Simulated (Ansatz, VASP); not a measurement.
## One calculation of BN, two programs

The input POSCAR:

```
BN
1.0
    2.4949952847     -0.0411359517      0.0116240806
   -1.2831224215      2.1985037728     -0.0903894312
    0.0192263403     -0.1615331512      4.1329916959
B N
2 2
Direct
    0.4147711351      0.3513793445      0.9843590796
    0.5412548152      0.7330941080      0.5297229285
    0.6848508370      0.2251206191      0.6694872413
    0.3591232127      0.6904059284      0.0664307506
```

INCAR.step1

```
SYSTEM = BN
PREC     = Accurate       ! precision mode
ENCUT    = 520            ! plane-wave cutoff, eV
ISMEAR   = 0              ! smearing method
SIGMA    = 0.05           ! smearing width, eV
LREAL    = .False.        ! projectors in reciprocal space
LASPH    = .True.         ! aspherical terms in the spheres
NELM     = 100            ! most SCF steps
NBANDS   = 16             ! bands
GGA      = PE             ! functional
ALGO     = Normal         ! electronic algorithm
EDIFF    = 1E-4           ! SCF threshold, eV
LWAVE    = .True.         ! write WAVECAR
LCHARG   = .False.        ! write CHGCAR
```

The input INCAR.step2:

```
SYSTEM = BN
PREC     = Accurate       ! precision mode
ENCUT    = 520            ! plane-wave cutoff, eV
EDIFF    = 1E-7           ! SCF threshold, eV
ISMEAR   = 0              ! smearing method
SIGMA    = 0.05           ! smearing width, eV
LREAL    = .False.        ! projectors in reciprocal space
LASPH    = .True.         ! aspherical terms in the spheres
NELM     = 100            ! most SCF steps
ALGO     = Normal         ! electronic algorithm
ISIF     = 2              ! what is computed and relaxed
LWAVE    = .False.        ! write WAVECAR
LCHARG   = .False.        ! write CHGCAR
METAGGA  = R2SCAN         ! meta-GGA
LMIXTAU  = .True.       
NBANDS   = 16             ! bands
ISTART   = 1
```

File KPOINTS:

```
regular mesh
0
Gamma
  12 12 6
  0 0 0
```

Input for Ansatz:

```yaml
crystal:
  lattice:
    - [2.4949952847, -0.0411359517, 0.0116240806]
    - [-1.2831224215, 2.1985037728, -0.0903894312]
    - [0.0192263403, -0.1615331512, 4.1329916959]
  atoms:
    - { symbol: B, position: [0.4147711351, 0.3513793445, 0.9843590796] }
    - { symbol: B, position: [0.5412548152, 0.733094108, 0.5297229285] }
    - { symbol: "N", position: [0.684850837, 0.2251206191, 0.6694872413] }
    - { symbol: "N", position: [0.3591232127, 0.6904059284, 0.0664307506] }
basis:
  ecutwfc: 500
kpoints:
  mp_grid: { grid: [12, 12, 6] }
hamiltonian:
  xc: r2scan
scf:
  occupations: { method: gaussian, width: 0.05 }
output:
  forces: true
  stress: true
  eigenvalues: true
```

Change from the starting cell: all atoms moved at random (sigma 0.3 Å a component), cell strained at random (sigma 0.03).

Alike in both runs: task single point; functional r2SCAN; k mesh 12 × 12 × 6; occupations gaussian, width 0.05 eV; no spin polarisation.

```csv
,VASP,Ansatz
version,VASP 6.6.1,Ansatz 0.2.0
potentials or method,"VASP PAW PBE potentials, release 64 (B, N), cutoff 520 eV","scalar-relativistic, plane waves, PAW"
valence electrons in the cell,16,16
```

|  | VASP | Ansatz | Ansatz less VASP |
| --- | --- | --- | --- |
| gap on the k mesh at the Fermi level (eV) | 1.20 | 1.21 | +0.009 |
| least direct gap on the mesh (eV) | 3.52 | 3.51 | -0.018 |
| pressure (GPa) | 210.4 | 205.1 | -5.27 |
| traceless stress, the component that is largest in VASP (GPa) | 133.57 | 129.89 | -3.673 |
| rms of the force components (eV/Å) | 24.231 | 23.325 | -0.9053 |

VASP's potentials were made for PBE, not for r2SCAN. Atom by atom the forces differ by 0.934 eV/Å (rms over components). Both programs put the cell under a high pressure, so it lies far from rest at this level.

Noted on VASP's run: the cell as given lies far from equilibrium.
